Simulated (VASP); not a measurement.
# Li16O (a cell with a defect) in VASP: notebook

Runs on Li16O (a cell with a defect). Level: PBEsol. Tasks: single point.

All numbers are computed with VASP 6.6.1; they aren't measurements. Logs are shortened: lines on timing, memory, paths and dates and some standing lists are left out, and cuts for length are marked.

## (1) The cell of the first run

The cell holds a defect, 17 atoms: a = 6.980 Å, b = 6.980 Å, c = 6.980 Å, α = 90.00°, β = 90.00°, γ = 90.00°.

## (2) Single point, PBEsol

Contents of INCAR:

```
SYSTEM = Li16O
PREC     = Accurate       ! precision mode
ENCUT    = 520            ! plane-wave cutoff, eV
EDIFF    = 1E-6           ! SCF threshold, eV
ISMEAR   = -1             ! smearing method
SIGMA    = 0.1            ! smearing width, eV
LREAL    = Auto         
LASPH    = .True.         ! aspherical terms in the spheres
NELM     = 80             ! most SCF steps
ALGO     = Normal         ! electronic algorithm
ISIF     = 2              ! what is computed and relaxed
LWAVE    = .False.        ! write WAVECAR
LCHARG   = .False.        ! write CHGCAR
GGA      = PS             ! functional
NBANDS   = 41             ! bands
```

Contents of KPOINTS:

```
Automatic mesh
0
Gamma
  2 2 2
  0 0 0
```

Contents of POSCAR:

```
Li16O
1.0
    6.9800000000      0.0000000000      0.0000000000
    0.0000000000      6.9800000000      0.0000000000
    0.0000000000      0.0000000000      6.9800000000
Li O
16 1
Direct
    0.1115759312     -0.0514040115      0.0339111748
    0.5426647564      0.0198137536      0.1018767908
    0.0217765043      0.5419340974      0.0248137536
    0.0158309456     -0.0368911175      0.3996991404
    0.3160171920      0.2518051576      0.2161031519
    0.4583237822      0.4115902579     -0.0679656160
    0.4311461318      0.0643553009      0.4570057307
    0.7609169054      0.2889255014      0.3442979943
   -0.0449283668      0.5666045845      0.4727077364
    0.2902722063      0.7518338109      0.2442550143
    0.1095845272      0.2744699140      0.6786819484
    0.4169054441      0.5074498567      0.5227077364
    0.6976504298      0.7370057307      0.2320916905
    0.8071776504      0.0922206304      0.8370916905
    0.2305157593      0.7834670487      0.7109598854
    0.6867335244      0.7642550143      0.7373638968
    0.3140687679      0.0075931232      0.2157163324
```

Potentials or basis: VASP PAW PBE potentials, release 64 (Li_sv, O).

On the command line:

```sh
$ cat potpaw_PBE.64/Li_sv/POTCAR potpaw_PBE.64/O/POTCAR > POTCAR
$ mpirun -np 1 vasp_std > vasp.out
```

OUTCAR:

```text
SYSTEM = Li16O
   PREC = Accurate
   ENCUT = 520
   EDIFF = 1E-6
   ISMEAR = -1
   LREAL = Auto
   LASPH = .True.
   NELM = 80
   ISIF = 2
   GGA = PS

 ion  position               nearest neighbor table
   1  0.112  0.949  0.034-  17 1.94  10 2.37
   2  0.543  0.020  0.102-  17 1.78   5 2.40  13 2.43
   3  0.022  0.542  0.025-
   4  0.016  0.963  0.400-
   5  0.316  0.252  0.216-  17 1.70   7 2.28   2 2.40   6 2.48
   6  0.458  0.412  0.932-   5 2.48
   7  0.431  0.064  0.457-  17 1.91   5 2.28
   8  0.761  0.289  0.344-   9 2.53
   9  0.955  0.567  0.473-   8 2.53
  10  0.290  0.752  0.244-  17 1.80   1 2.37
  11  0.110  0.274  0.679-
  12  0.417  0.507  0.523-
  13  0.698  0.737  0.232-   2 2.43
  14  0.807  0.092  0.837-  16 2.54
  15  0.231  0.783  0.711-
  16  0.687  0.764  0.737-  14 2.54
  17  0.314  0.008  0.216-   5 1.70   2 1.78  10 1.80   7 1.91   1 1.94

  LATTYP: Found a simple cubic cell.
 ALAT       =     6.9800000000

  Lattice vectors:

 A1 = (   6.9800000000,   0.0000000000,   0.0000000000)
 A2 = (   0.0000000000,   6.9800000000,   0.0000000000)
 A3 = (   0.0000000000,   0.0000000000,   6.9800000000)

Analysis of symmetry for initial positions (statically):
=====================================================================
 Subroutine PRICEL returns:
 Original cell was already a primitive cell.

 Routine SETGRP: Setting up the symmetry group for a
 simple cubic supercell.

 Subroutine GETGRP returns: Found  1 space group operations
 (whereof  1 operations were pure point group operations)
 out of a pool of 48 trial point group operations.

The static configuration has the point symmetry C_1 .

Analysis of symmetry for dynamics (positions and initial velocities):
=====================================================================
 Subroutine PRICEL returns:
 Original cell was already a primitive cell.

 Routine SETGRP: Setting up the symmetry group for a
 simple cubic supercell.

 Subroutine GETGRP returns: Found  1 space group operations
 (whereof  1 operations were pure point group operations)
 out of a pool of 48 trial point group operations.

The dynamic configuration has the point symmetry C_1 .

 Subroutine INISYM returns: Found  1 space group operations
 (whereof  1 operations are pure point group operations),
 and found     1 'primitive' translations

----------------------------------------------------------------------------------------

                                     Primitive cell

  volume of cell :     340.0684

  direct lattice vectors                    reciprocal lattice vectors
     6.980000000  0.000000000  0.000000000     0.143266476  0.000000000  0.000000000
     0.000000000  6.980000000  0.000000000     0.000000000  0.143266476  0.000000000
     0.000000000  0.000000000  6.980000000     0.000000000  0.000000000  0.143266476

  length of vectors
     6.980000000  6.980000000  6.980000000     0.143266476  0.143266476  0.143266476

  position of ions in fractional coordinates (direct lattice)
     0.111575931  0.948595989  0.033911175
     0.542664756  0.019813754  0.101876791
     0.021776504  0.541934097  0.024813754
     0.015830946  0.963108883  0.399699140
     0.316017192  0.251805158  0.216103152
     0.458323782  0.411590258  0.932034384
[... 9 lines left out ...]
     0.686733524  0.764255014  0.737363897
     0.314068768  0.007593123  0.215716332

  ion indices of the primitive-cell ions
   primitive index   ion index
                 1           1
                 2           2
                 3           3
                 4           4
                 5           5
                 6           6
[... 9 lines left out ...]
                16          16
                17          17

----------------------------------------------------------------------------------------

 KPOINTS: Automatic mesh

Automatic generation of k-mesh.
 Grid dimensions read from file:
 generate k-points for:    2    2    2

 Generating k-lattice:

  Cartesian coordinates                     Fractional coordinates (reciprocal lattice)
     0.071633238  0.000000000  0.000000000     0.500000000  0.000000000  0.000000000
     0.000000000  0.071633238  0.000000000     0.000000000  0.500000000  0.000000000
     0.000000000  0.000000000  0.071633238     0.000000000  0.000000000  0.500000000

  Length of vectors
     0.071633238  0.071633238  0.071633238

  Shift w.r.t. Gamma in fractional coordinates (k-lattice)
     0.000000000  0.000000000  0.000000000

 Subroutine IBZKPT returns following result:
 ===========================================

 Found      8 irreducible k-points:

 Following reciprocal coordinates:
            Coordinates               Weight
  0.000000  0.000000  0.000000      1.000000
  0.500000  0.000000  0.000000      1.000000
  0.000000  0.500000  0.000000      1.000000
  0.000000  0.000000  0.500000      1.000000
  0.500000  0.500000  0.000000      1.000000
  0.000000  0.500000  0.500000      1.000000
[... 37 lines left out ...]
   IALGO  =     38    algorithm
   IMIX   =      4    mixing-type and parameters
     AMIX     =   0.40;   BMIX     =  1.00
     AMIX_MAG =   1.60;   BMIX_MAG =  1.00
  volume/ion in A,a.u.               =      20.00       134.99
  Fermi-wavevector in a.u.,A,eV,Ry     =   0.886511  1.675262 10.692836  0.785901
  Thomas-Fermi vector in A             =   2.007686
   LORBIT       =      0    0 simple, 1 ext, 2 COOP (PROOUT), +10 PAW based schemes
   GGA     = PS    functional components
   LHFCALC =     F    Hartree Fock is set to
   AEXX    =    0.0000 exact exchange contribution
   IVDW    =     0    specifies the selected vdW correction
   LEPSILON=     F    determine dielectric tensor
   LRPA    =     F    only Hartree local field effects (RPA)
 non-spin polarized calculation
  energy-cutoff  :      520.00
  volume of cell :      340.07
 maximum number of plane-waves:      9124
 NGX is ok and might be reduce to    54
   NGX = 25   NGY = 25   NGZ = 25

 number of electron      54.0000005 magnetization

 Free energy of the ion-electron system (eV)
  ---------------------------------------------------
  ext. energy  EPLUGINS =         0.00000000
  ---------------------------------------------------
  free energy    TOTEN  =       -39.15201180 eV

  energy without entropy =      -38.82046204  energy(sigma->0) =      -38.98623692

 E-fermi :   0.5259     XC(G=0):  -6.9706

 val. band max:        0.5117787845   @ k =   0.0000   0.5000   0.5000
 cond. band min:       0.5437686955   @ k =   0.0000   0.0000   0.5000
 fundamental gap:      0.0319899109
 Fermi energy:         0.5259341919

 k-point     1 :       0.0000    0.0000    0.0000
  band No.  band energies     occupation
      1     -45.8643      2.00000
      2     -45.8421      2.00000
      3     -45.7052      2.00000
      4     -45.6984      2.00000
      5     -45.6231      2.00000
      6     -45.5556      2.00000
[... 31 lines left out ...]
     38       3.5396      0.00000
     39       3.9158      0.00000

 k-point     2 :       0.5000    0.0000    0.0000
  band No.  band energies     occupation
      1     -45.8643      2.00000
      2     -45.8421      2.00000
      3     -45.7052      2.00000
      4     -45.6984      2.00000
      5     -45.6232      2.00000
      6     -45.5556      2.00000
[... 31 lines left out ...]
     38       3.6906      0.00000
     39       3.8854      0.00000

 k-point     3 :       0.0000    0.5000    0.0000
  band No.  band energies     occupation
      1     -45.8643      2.00000
      2     -45.8421      2.00000
      3     -45.7052      2.00000
      4     -45.6984      2.00000
      5     -45.6232      2.00000
      6     -45.5556      2.00000
[... 160 lines left out ...]
 k-point     7 :       0.5000    0.0000    0.5000
  band No.  band energies     occupation
      1     -45.8643      2.00000
      2     -45.8421      2.00000
      3     -45.7052      2.00000
      4     -45.6984      2.00000
      5     -45.6232      2.00000
      6     -45.5556      2.00000
[... 31 lines left out ...]
     38       4.0005      0.00000
     39       4.3980      0.00000

 k-point     8 :       0.5000    0.5000    0.5000
  band No.  band energies     occupation
      1     -45.8643      2.00000
      2     -45.8421      2.00000
      3     -45.7052      2.00000
      4     -45.6984      2.00000
      5     -45.6231      2.00000
      6     -45.5556      2.00000
[... 31 lines left out ...]
     38       3.6326      0.00000
     39       3.9057      0.00000
 [bands above 39 left out]

------------------------ aborting loop because EDIFF is reached ----------------------------------------

  FORCE on cell =-STRESS in cart. coord.  units (eV):
  Direction    XX          YY          ZZ          XY          YZ          ZX
  --------------------------------------------------------------------------------------
  -------------------------------------------------------------------------------------
  Total       -1.7490207      4.1050834     -0.0093437     -1.2085744     -1.4872611     -0.4575933
  in kB       -8.2402285     19.3404375     -0.0440212     -5.6940034     -7.0069906     -2.1558772
  external PRESSURE =       3.6853960 kB  Pullay stress =       0.0000000 kB

 VOLUME and BASIS-vectors are now :
 -----------------------------------------------------------------------------
  energy-cutoff  :      520.00
  volume of cell :      340.07
      direct lattice vectors                 reciprocal lattice vectors
     6.980000000  0.000000000  0.000000000     0.143266476  0.000000000  0.000000000
     0.000000000  6.980000000  0.000000000     0.000000000  0.143266476  0.000000000
     0.000000000  0.000000000  6.980000000     0.000000000  0.000000000  0.143266476

 POSITION                                       TOTAL-FORCE (eV/Angst)
 -----------------------------------------------------------------------------------
      0.77880      6.62120      0.23670         0.251649      0.641288      0.145100
      3.78780      0.13830      0.71110        -0.279958     -0.015994     -0.508924
      0.15200      3.78270      0.17320        -0.246071     -0.256901     -0.128802
      0.11050      6.72250      2.78990         0.148829      0.287915     -0.043927
      2.20580      1.75760      1.50840        -0.987891      0.989865      0.041568
      3.19910      2.87290      6.50560         0.360804      0.375001     -0.326141
[... 9 lines left out ...]
      4.79340      5.33450      5.14680         0.074572     -0.315500     -0.118135
      2.19220      0.05300      1.50570        -0.469061     -0.804915      0.410658
 -----------------------------------------------------------------------------------
    total drift:                               -0.003028     -0.006729     -0.004315

  FREE ENERGIE OF THE ION-ELECTRON SYSTEM (eV)
  ---------------------------------------------------
  free  energy   TOTEN  =       -39.1520117988 eV

  energy  without entropy=      -38.8204620380  energy(sigma->0) =      -38.98623692
```

Wall time 5.3 min (1 thread of Intel Xeon 8259CL, shared host); peak memory 0.38 GiB.

Results:

```
Free energy            : -39.1520 eV
Largest force          : 1.399 eV/Å
Band gap on the k mesh : zero (bands 27 and 28 overlap by 0.47 eV)
```

Forces in eV/Å, atoms in the order of the input:
```
Li   0.252  0.641  0.145
Li  -0.280 -0.016 -0.509
Li  -0.246 -0.257 -0.129
Li   0.149  0.288 -0.044
Li  -0.988  0.990  0.042
Li   0.361  0.375 -0.326
Li   0.050 -0.604  0.378
Li  -0.102 -0.122 -0.202
Li   0.326  0.197  0.244
Li   0.280 -0.324  0.144
Li   0.235 -0.011  0.113
Li   0.275 -0.175 -0.135
Li   0.188 -0.365  0.038
Li  -0.079  0.482 -0.210
Li  -0.025  0.023  0.158
Li   0.075 -0.316 -0.118
O   -0.469 -0.805  0.411
```

Caveat: the k points lie up to 0.45 Å⁻¹ apart; the cutoff is under 1.25 times the usual one of these potentials, so pressure, stress and relaxed cells hold a basis-set (Pulay) error; the PAW data sets were made with another functional, which shifts forces and pressure a little.

## (3) Single point, PBEsol

Contents of INCAR:

```
PREC = Accurate
ENCUT = 520
EDIFF = 1E-6
ISMEAR = -1
SIGMA = 0.1
LREAL = Auto
LASPH = T
NELM = 100
ALGO = Normal
ISIF = 2
LWAVE = F
LCHARG = F
GGA = PS
NBANDS = 41
```

Contents of KPOINTS:

```
regular mesh
0
Gamma
  2 2 2
```

Contents of POSCAR:

```
Li16O
1.0
    6.9800000000      0.0000000000      0.0000000000
    0.0000000000      6.9800000000      0.0000000000
    0.0000000000      0.0000000000      6.9800000000
Li O
16 1
Direct
    0.0179083095      0.0482091691      0.0321489971
    0.4231805158      0.0692550143      0.0826790831
   -0.0327936963      0.4856876791     -0.0720057307
    0.0521633238     -0.0659025788      0.4800286533
    0.2000286533      0.2759312321      0.3319914040
    0.5096131805      0.4652865330     -0.0290114613
    0.4705014327     -0.0272922636      0.4322492837
    0.7362177650      0.2073495702      0.2570343840
    0.0509312321      0.5272922636      0.5508166189
    0.2365329513      0.7598853868      0.2127650430
    0.2773782235      0.2652148997      0.7285673352
    0.5229799427      0.4359169054      0.4745558739
    0.7781088825      0.6883810888      0.1977220630
    0.7401719198      0.2736389685      0.6844269341
    0.3122636103      0.7572492837      0.7931518625
    0.7640830946      0.7498137536      0.6910315186
    0.2242263610      0.0299426934      0.2579799427
```

Potentials or basis: VASP PAW PBE potentials, release 64 (Li_sv, O).

On the command line:

```sh
$ cat potpaw_PBE.64/Li_sv/POTCAR potpaw_PBE.64/O/POTCAR > POTCAR
$ mpirun -np 1 vasp_std > vasp.out
```

Wall time 4 min (1 thread of Intel Xeon 8259CL, shared host); peak memory 0.39 GiB.

The run converged. Its results:

| Property | Result |
| --- | --- |
| Free energy | -39.8261 eV |
| Largest force | 0.982 eV/Å |
| Band gap on the k mesh | zero (bands 27 and 28 overlap by 0.38 eV) |

Forces in eV/Å, atoms in the order of the input:
```
Li   0.445 -0.202  0.177
Li  -0.228 -0.047 -0.151
Li   0.284 -0.056  0.276
Li   0.225  0.688 -0.422
Li  -0.021 -0.223 -0.565
Li   0.089  0.078  0.154
Li  -0.500  0.083  0.082
Li   0.473  0.216  0.017
Li  -0.165  0.136 -0.197
Li  -0.006  0.008  0.007
Li  -0.077 -0.341  0.127
Li  -0.208  0.938 -0.200
Li  -0.176  0.129  0.281
Li   0.315 -0.630  0.378
Li  -0.042 -0.036 -0.227
Li  -0.363  0.211  0.221
O   -0.043 -0.953  0.043
```

Levels at points of the mesh, in eV from the Fermi level:
```tsv
k point	band 24	band 25	band 26	band 27	band 28	band 29	band 30	band 31
(0.00, 0.00, 0.00)	-0.76	-0.72	-0.60	-0.48	0.42	0.44	0.59	0.89
(0.50, 0.00, 0.00)	-0.44	-0.35	-0.31	-0.20	-0.07	0.10	0.28	1.06
(0.00, 0.50, 0.00)	-0.55	-0.49	-0.47	-0.36	-0.10	-0.01	1.02	1.19
(0.00, 0.00, 0.50)	-0.48	-0.33	-0.26	-0.24	-0.08	0.13	0.47	1.13
(0.50, 0.50, 0.00)	-1.59	-0.09	0.02	0.06	0.13	0.31	0.82	0.95
(0.00, 0.50, 0.50)	-1.59	-0.21	-0.06	0.12	0.23	0.37	0.84	0.93
(0.50, 0.00, 0.50)	-1.64	-0.07	-0.04	0.05	0.33	0.43	0.56	0.78
(0.50, 0.50, 0.50)	-1.32	-1.31	-1.13	-1.07	-0.26	1.84	2.13	2.31
```

Caveat: the k points lie up to 0.45 Å⁻¹ apart; the cutoff is under 1.25 times the usual one of these potentials, so pressure, stress and relaxed cells hold a basis-set (Pulay) error; the PAW data sets were made with another functional, which shifts forces and pressure a little.

## (4) Single point, PBEsol

Contents of INCAR:

```
SYSTEM = Li16O
ALGO = Normal ; EDIFF = 1E-7
ENCUT = 520 ; GGA = PS
ISIF = 2 ; ISMEAR = -1
LASPH = .True. ; LCHARG = .False.
LREAL = Auto ; LWAVE = .False.
NBANDS = 41 ; NELM = 60
PREC = Accurate ; SIGMA = 0.1
```

Contents of KPOINTS:

```
k-points
0
Gamma
  2 2 2
  0 0 0
```

Contents of POSCAR:

```
Li16O
1.0
    6.9800000000      0.0000000000      0.0000000000
    0.0000000000      6.9800000000      0.0000000000
    0.0000000000      0.0000000000      6.9800000000
Li O
16 1
Direct
   -0.0016045845     -0.0702005731      0.0370343840
    0.3289255014     -0.0226790831     -0.0121489971
    0.1011891117      0.4354154728      0.0083954155
    0.0234240688      0.0360601719      0.4581375358
    0.2826504298      0.3030515759      0.2900573066
    0.5563896848      0.5722206304     -0.0021489971
    0.3949570201     -0.0769914040      0.3439398281
    0.7216332378      0.2604441261      0.3008595989
    0.0174355301      0.5326647564      0.5636389685
    0.2089684814      0.7013896848      0.2362177650
    0.4619054441      0.1733667622      0.6197421203
    0.4695128940      0.5452005731      0.5142406877
    0.7831661891      0.7764756447      0.3271919771
    0.8297134670      0.2466905444      0.7297994269
    0.2988395415      0.7232091691      0.7492836676
    0.6959598854      0.8604871060      0.7875787966
    0.1748567335     -0.0051575931      0.2130229226
```

On the command line:

```sh
$ cat potpaw_PBE.64/Li_sv/POTCAR potpaw_PBE.64/O/POTCAR > POTCAR
$ mpirun -np 1 vasp_std > vasp.out
```

Wall time 4 min (1 thread of Intel Xeon 8259CL, shared host); peak memory 0.39 GiB.

The run converged. Its results:

```yaml
Free_energy: -38.7633 eV
Largest_force: 0.907 eV/Å
Band_gap_on_the_k_mesh: zero (bands 27 and 28 overlap by 0.36 eV)
```

Forces in eV/Å, atoms in the order of the input:
```
Li  -0.334  0.335 -0.029
Li   0.275  0.707  0.498
Li  -0.349 -0.060 -0.515
Li   0.801 -0.128 -0.354
Li  -0.290 -0.749 -0.145
Li   0.100 -0.434  0.238
Li   0.343  0.471  0.219
Li   0.055  0.155 -0.265
Li  -0.077 -0.016 -0.077
Li  -0.427  0.250 -0.087
Li  -0.230 -0.021  0.596
Li   0.620 -0.075 -0.112
Li  -0.443 -0.302  0.023
Li  -0.143  0.089  0.274
Li  -0.472  0.079 -0.170
Li   0.142 -0.141 -0.420
O    0.429 -0.160  0.326
```

Levels at points of the mesh, in eV from the Fermi level:
```
           k point  band 23  band 24  band 25  band 26  band 27  band 28  band 29  band 30  band 31  band 32
(0.00, 0.00, 0.00)    -0.95    -0.91    -0.77    -0.48    -0.25     0.48     0.64     0.80     0.87     1.02
(0.50, 0.00, 0.00)    -0.63    -0.61    -0.41    -0.24    -0.12    -0.04     0.14     0.54     1.13     1.45
(0.00, 0.50, 0.00)    -0.60    -0.56    -0.46    -0.38    -0.34    -0.15    -0.03     0.71     1.19     1.39
(0.00, 0.00, 0.50)    -0.73    -0.56    -0.35    -0.29    -0.19    -0.10     0.20     0.68     1.09     1.36
(0.50, 0.50, 0.00)    -1.89    -1.60    -0.26    -0.08     0.07     0.32     0.41     0.69     1.08     1.22
(0.00, 0.50, 0.50)    -1.91    -1.54    -0.22    -0.10     0.05     0.31     0.44     0.70     1.01     1.22
(0.50, 0.00, 0.50)    -1.87    -1.67    -0.14    -0.01     0.14     0.21     0.47     0.58     0.98     1.33
(0.50, 0.50, 0.50)    -1.56    -1.48    -1.32    -1.17    -1.11    -0.22     1.80     2.08     2.17     2.20
```

Caveat: the k points lie up to 0.45 Å⁻¹ apart; the cutoff is under 1.25 times the usual one of these potentials, so pressure, stress and relaxed cells hold a basis-set (Pulay) error; the PAW data sets were made with another functional, which shifts forces and pressure a little.

## (5) Overview

| cell | gap on the mesh (eV) | largest force (eV/Å) |
| --- | --- | --- |
| as given, atomic positions A | none | 1.40 |
| as given, atomic positions B | none | 0.98 |
| as given, atomic positions C | none | 0.91 |

Alike in all rows: task single point; level PBEsol; potentials or basis VASP PAW PBE potentials, release 64 (Li_sv, O); no spin polarisation; k mesh 2 × 2 × 2; cutoff (eV) 520; smearing fermi-dirac 0.1 eV.

Caveats: all runs use coarse meshes; the cutoff is under 1.25 times the usual one of these potentials, so pressure, stress and relaxed cells hold a basis-set (Pulay) error; the PAW data sets were made with another functional, which shifts forces and pressure a little.

Total energies depend on the potentials used, so only differences within one code and one set of settings carry meaning.
